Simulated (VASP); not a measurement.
**CdCo2: single point with PBE**

CdCo2:

```
CELL_PARAMETERS angstrom
4.17563 0.00000 0.00000
-2.08781 3.61620 0.00000
0.00000 0.00000 2.82178
ATOMIC_POSITIONS crystal
Cd 0.00000 0.00000 0.00000
Co 0.33333 0.66667 0.50000
Co 0.66667 0.33333 0.50000
```

```yaml
Program: VASP 6.6.1
Task: single point
Functional: PBE
Potentials_or_basis: VASP PAW PBE potentials, release 64 (Cd, Co)
Cutoff: 520 eV
k_mesh: 6 × 6 × 6
Occupations: gaussian, width 0.1 eV
Spin: collinear spin, ferromagnetic start
Starting_moments: "[0.0, 1.85, 1.85] μB"
Dipole_correction: no
Further_INCAR_settings: ALGO = Fast; EDIFF = 1e-06; NBANDS = 26
```

```
Pressure                                              : 0.4 GPa
Net moment                                            : 3.55 μB per cell
Site moments                                          : Cd -0.02; Co +1.79 μB
Valence electrons inside the program's atomic spheres : Cd 10.45; Co 8.06
```

Stress tensor (GPa, compression positive):
```
0.37 0.00 0.00
0.00 0.37 0.00
0.00 0.00 0.50
```

Levels at points of the mesh, in eV from the Fermi level:
Spin up:
```csv
k point,band 13,band 14,band 15,band 16,band 17,band 18,band 19,band 20,band 21,band 22
"(0.00, 0.00, 0.00)",-2.43,-2.43,-1.59,-1.59,4.74,4.74,4.95,4.95,6.09,6.79
"(0.50, 0.00, 0.00)",-2.37,-1.82,-1.56,-1.31,-0.98,-0.38,4.47,13.52,13.81,13.95
"(0.00, 0.00, 0.50)",-2.32,-2.02,-2.02,-0.98,-0.36,7.58,7.58,7.70,8.52,8.52
"(0.50, 0.00, 0.50)",-1.83,-1.36,-1.01,-0.08,0.34,2.25,2.53,5.84,6.53,7.67
```
Spin down:
```
           k point  band 11  band 12  band 13  band 14  band 15  band 16  band 17  band 18
(0.00, 0.00, 0.00)    -1.23    -1.19    -0.47    -0.47     0.50     0.50     5.29     5.29
(0.50, 0.00, 0.00)    -1.35    -0.47    -0.42    -0.35     0.24     0.42     0.56     0.74
(0.00, 0.00, 0.50)    -0.93    -0.48    -0.48    -0.47    -0.47     0.78     1.08     7.94
(0.50, 0.00, 0.50)    -1.47    -1.44     0.20     0.37     0.77     1.24     1.35     3.17
```

Wall time 82 s on 1 thread of Oxide Virtual Turin-like Processor (shared host), peak memory 0.17 GiB.

Caveat: the k points lie up to 0.37 Å⁻¹ apart.
